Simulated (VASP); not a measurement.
# Ba2Be3 (P3m1) in VASP: single point with PBE

Aim: the single point of Ba2Be3 with PBE.

All numbers are computed with VASP 6.6.1; they aren't measurements. Logs are shortened: lines on timing, memory, paths and dates and some standing lists are left out, and cuts for length are marked.

## 1. The cell of the first run

Symmetry: P3m1, No. 156, trigonal system. Conventional cell: a = 3.699 Å, b = 3.699 Å, c = 12.794 Å, α = 90.00°, β = 90.00°, γ = 120.00°. Ba (site symmetry 3m) has 6 Be at 3.43 Å and 6 Ba at 3.70 Å within 4.5 Å. Within 4.5 Å of Ba (site symmetry 3m) lie 6 Be at 3.43 Å and 6 Ba at 3.70 Å. Within 4.5 Å of Be (site symmetry 3m) lie 6 Ba at 3.43 Å and 6 Be at 3.70 Å. Be (site symmetry 3m) has 9 Be at 2.95 to 3.70 Å and 3 Ba at 3.43 Å within 3.9 Å. Within 3.9 Å of Be (site symmetry 3m) lie 9 Be at 2.95 to 3.70 Å and 3 Ba at 3.43 Å.

## 2. Single point, PBE

Input file INCAR:

```
ALGO     = Fast           # electronic algorithm
EDIFF    = 1E-7           # SCF threshold, eV
ENCUT    = 520            # plane-wave cutoff, eV
GGA      = PE             # functional
ISIF     = 2              # what is computed and relaxed
ISMEAR   = 0              # smearing method
LASPH    = T              # aspherical terms in the spheres
LCHARG   = F              # write CHGCAR
LREAL    = F              # projectors in reciprocal space
LWAVE    = F              # write WAVECAR
NBANDS   = 21             # bands
NELM     = 60             # most SCF steps
PREC     = Accurate       # precision mode
SIGMA    = 0.1            # smearing width, eV
```

Input file KPOINTS:

```
k-points
0
Gamma
  6 6 2
```

Input file POSCAR:

```
Ba2Be3
1.0
    3.6987024100      0.0000000000      0.0000000000
   -1.8493512100      3.2031702500      0.0000000000
    0.0000000000      0.0000000000     12.7942194200
Ba Be
2 3
Direct
    0.0000000000      0.0000000000      0.0000000000
    0.6666666700      0.3333333300      0.4204997900
    0.3333333300      0.6666666700      0.2102498900
    0.3333333300      0.6666666700      0.6307496800
    0.6666666700      0.3333333300      0.7897501100
```

Potentials or basis: VASP PAW PBE potentials, release 64 (Ba_sv, Be).

Command:

```bash
$ cat potpaw_PBE.64/Ba_sv/POTCAR potpaw_PBE.64/Be/POTCAR > POTCAR
$ mpirun -np 1 vasp_std > vasp.out
```

OUTCAR:

```text
EDIFF = 1E-7
   ENCUT = 520
   GGA = PE
   ISIF = 2
   ISMEAR = 0
   LASPH = T
   LREAL = F
   NELM = 60
   PREC = Accurate

 ion  position               nearest neighbor table
   1  0.000  0.000  0.000-   3 3.43   5 3.43   5 3.43   3 3.43   5 3.43   3 3.43
   2  0.667  0.333  0.420-   4 3.43   4 3.43   4 3.43   3 3.43   3 3.43   3 3.43
   3  0.333  0.667  0.210-   1 3.43   1 3.43   1 3.43   2 3.43   2 3.43   2 3.43
   4  0.333  0.667  0.631-   2 3.43   2 3.43   2 3.43
   5  0.667  0.333  0.790-   1 3.43   1 3.43   1 3.43

  LATTYP: Found a hexagonal cell.
 ALAT       =     3.6987024100
 C/A-ratio  =     3.4591102505

  Lattice vectors:

 A1 = (   3.6987024100,   0.0000000000,   0.0000000000)
 A2 = (  -1.8493512100,   3.2031702500,   0.0000000000)
 A3 = (   0.0000000000,   0.0000000000,  12.7942194200)

Analysis of symmetry for initial positions (statically):
=====================================================================
 Subroutine PRICEL returns:
 Original cell was already a primitive cell.

 Routine SETGRP: Setting up the symmetry group for a
 hexagonal supercell.

 Subroutine GETGRP returns: Found  6 space group operations
 (whereof  6 operations were pure point group operations)
 out of a pool of 24 trial point group operations.

The static configuration has the point symmetry C_3v.

Analysis of symmetry for dynamics (positions and initial velocities):
=====================================================================
 Subroutine PRICEL returns:
 Original cell was already a primitive cell.

 Routine SETGRP: Setting up the symmetry group for a
 hexagonal supercell.

 Subroutine GETGRP returns: Found  6 space group operations
 (whereof  6 operations were pure point group operations)
 out of a pool of 24 trial point group operations.

The dynamic configuration has the point symmetry C_3v.

 Subroutine INISYM returns: Found  6 space group operations
 (whereof  6 operations are pure point group operations),
 and found     1 'primitive' translations

----------------------------------------------------------------------------------------

                                     Primitive cell

  volume of cell :     151.5805

  direct lattice vectors                    reciprocal lattice vectors
     3.698702410  0.000000000  0.000000000     0.270365087  0.156095356  0.000000000
[... 82 lines left out ...]
   LREAL  =      F    real-space projection
   EDIFFG = 0.1E-05   stopping-criterion for IOM
   NSW    =      0    number of steps for IOM
   IBRION =     -1    ionic relax: 0-MD 1-quasi-New 2-CG
   NFREE  =      0    steps in history (QN), initial steepest desc. (CG)
   ISIF   =      2    stress and relaxation
   ISYM   =      2    0-nonsym 1-usesym 2-fastsym
   POTIM  = 0.5000    time-step for ionic-motion
   TEBEG  =    0.0;   TEEND  =   0.0 temperature during run
   PSTRESS=    0.0 pullay stress
   NELECT =      26.0000    total number of electrons
   NUPDOWN=      -1.0000    fix difference up-down
   EMIN   =  10.00;   EMAX   =-10.00  energy-range for DOS
   EFERMI =   0.00;   METHOD = LEGACY
   ISMEAR =     0;   SIGMA  =   0.10  broadening in eV -4-tet -1-fermi 0-gaus
   EFERMI_NEDOS =   21; number of points for ismear=-14 and -15
   IALGO  =     68    algorithm
   IMIX   =      4    mixing-type and parameters
     AMIX     =   0.40;   BMIX     =  1.00
     AMIX_MAG =   1.60;   BMIX_MAG =  1.00
  volume/ion in A,a.u.               =      30.32       204.58
  Fermi-wavevector in a.u.,A,eV,Ry     =   0.909602  1.718899 11.257138  0.827376
  Thomas-Fermi vector in A             =   2.033666
   LORBIT       =      0    0 simple, 1 ext, 2 COOP (PROOUT), +10 PAW based schemes
   GGA     = PE    functional components
   LHFCALC =     F    Hartree Fock is set to
   AEXX    =    0.0000 exact exchange contribution
   IVDW    =     0    specifies the selected vdW correction
   LEPSILON=     F    determine dielectric tensor
   LRPA    =     F    only Hartree local field effects (RPA)
 non-spin polarized calculation
 RMM-DIIS sequential band-by-band and
 Gauss-broadening in eV      SIGMA  =   0.10
  energy-cutoff  :      520.00
  volume of cell :      151.58
 maximum number of plane-waves:      4125
 NGX is ok and might be reduce to    28
   NGX = 13   NGY = 13   NGZ = 47

 number of electron      25.9999998 magnetization

 Free energy of the ion-electron system (eV)
  ---------------------------------------------------
  ext. energy  EPLUGINS =         0.00000000
  ---------------------------------------------------
  free energy    TOTEN  =        -8.87004443 eV

  energy without entropy =       -8.84679777  energy(sigma->0) =       -8.85842110

 E-fermi :   1.8748     XC(G=0):  -8.2265

 val. band max:        1.8726178811   @ k =   0.3333   0.3333   0.5000
 cond. band min:       1.9048456040   @ k =   0.3333   0.0000   0.5000
 fundamental gap:      0.0322277229
 Fermi energy:         1.8747886690

 k-point     1 :       0.0000    0.0000    0.0000
  band No.  band energies     occupation
      1     -26.4149      2.00000
      2     -26.3649      2.00000
      3     -11.6393      2.00000
      4     -11.5687      2.00000
      5     -10.7994      2.00000
      6     -10.7994      2.00000
[... 325 lines left out ...]
     20       4.5114      0.00000
     21       4.6184      0.00000

------------------------ aborting loop because EDIFF is reached ----------------------------------------

  FORCE on cell =-STRESS in cart. coord.  units (eV):
  Direction    XX          YY          ZZ          XY          YZ          ZX
  --------------------------------------------------------------------------------------
  -------------------------------------------------------------------------------------
  Total        0.4089304      0.4089304     -6.4441765     -0.0000000      0.0000000     -0.0000000
  in kB        4.3223186      4.3223186    -68.1137514     -0.0000000      0.0000000     -0.0000000
  external PRESSURE =     -19.8230381 kB  Pullay stress =       0.0000000 kB

 VOLUME and BASIS-vectors are now :
 -----------------------------------------------------------------------------
  energy-cutoff  :      520.00
  volume of cell :      151.58
      direct lattice vectors                 reciprocal lattice vectors
     3.698702410  0.000000000  0.000000000     0.270365087  0.156095356  0.000000000
    -1.849351210  3.203170250  0.000000000     0.000000000  0.312190712  0.000000000
     0.000000000  0.000000000 12.794219420     0.000000000  0.000000000  0.078160298

 POSITION                                       TOTAL-FORCE (eV/Angst)
 -----------------------------------------------------------------------------------
      0.00000      0.00000      0.00000        -0.000000      0.000000     -0.044752
      1.84935      1.06772      5.37997         0.000000      0.000000      0.007082
     -0.00000      2.13545      2.68998        -0.000000     -0.000000      0.022286
     -0.00000      2.13545      8.06995        -0.000000      0.000000      0.954796
      1.84935      1.06772     10.10424        -0.000000     -0.000000     -0.939411
 -----------------------------------------------------------------------------------
    total drift:                               -0.000010      0.000006     -0.000127

  FREE ENERGIE OF THE ION-ELECTRON SYSTEM (eV)
  ---------------------------------------------------
  free  energy   TOTEN  =        -8.8700444302 eV

  energy  without entropy=       -8.8467977656  energy(sigma->0) =       -8.85842110
```

OSZICAR:

```text
N       E                     dE             d eps       ncg     rms          rms(c)
DAV:   1     0.150555222983E+03    0.15056E+03   -0.10437E+04   588   0.103E+03
DAV:   2     0.431521127394E+01   -0.14624E+03   -0.14081E+03   807   0.188E+02
DAV:   3    -0.904560780386E+01   -0.13361E+02   -0.12982E+02   822   0.592E+01
DAV:   4    -0.948357979226E+01   -0.43797E+00   -0.43711E+00   899   0.885E+00
DAV:   5    -0.949191170575E+01   -0.83319E-02   -0.83291E-02   798   0.132E+00    0.624E+00
RMM:   6    -0.923303137171E+01    0.25888E+00   -0.15248E+00   783   0.282E+00    0.288E+00
RMM:   7    -0.892332900254E+01    0.30970E+00   -0.30705E-01   680   0.189E+00    0.211E+00
RMM:   8    -0.887068634164E+01    0.52643E-01   -0.58848E-02   797   0.120E+00    0.107E+00
RMM:   9    -0.887078966565E+01   -0.10332E-03   -0.22468E-02   847   0.845E-01    0.155E-01
RMM:  10    -0.887007089324E+01    0.71877E-03   -0.37371E-03   933   0.254E-01    0.902E-02
RMM:  11    -0.887000262757E+01    0.68266E-04   -0.91002E-04   914   0.103E-01    0.537E-02
RMM:  12    -0.887003493521E+01   -0.32308E-04   -0.29379E-04   895   0.707E-02    0.121E-02
RMM:  13    -0.887004112452E+01   -0.61893E-05   -0.94781E-05  1022   0.309E-02    0.432E-03
RMM:  14    -0.887004341707E+01   -0.22925E-05   -0.30310E-05  1037   0.145E-02    0.126E-03
RMM:  15    -0.887004410268E+01   -0.68560E-06   -0.83383E-06   935   0.753E-03    0.679E-04
RMM:  16    -0.887004429870E+01   -0.19602E-06   -0.34377E-06   833   0.436E-03    0.389E-04
RMM:  17    -0.887004440252E+01   -0.10383E-06   -0.11118E-06   728   0.259E-03    0.143E-04
RMM:  18    -0.887004443022E+01   -0.27700E-07   -0.38607E-07   619   0.159E-03
   1 F= -.88700444E+01 E0= -.88584211E+01  d E =-.232467E-01
```

Run time: 1.9 min. Hardware: 1 thread of AMD EPYC 7R13, shared host; peak memory 0.24 GiB.

Results:

| Item | Value |
| --- | --- |
| Free energy | -8.8700 eV |
| Pressure | -2.0 GPa |
| Largest force | 0.955 eV/Å |
| Band gap on the k mesh | zero (band 13 reaches 2.36 eV, above the bottom of band 14 at 1.14 eV) |

Forces on the atoms (eV/Å):
```
Ba   0.000  0.000 -0.045
Ba   0.000  0.000  0.007
Be   0.000  0.000  0.022
Be   0.000  0.000  0.955
Be   0.000  0.000 -0.939
```

Caveat: spin-orbit coupling is left out, which moves the levels of the heavy elements.
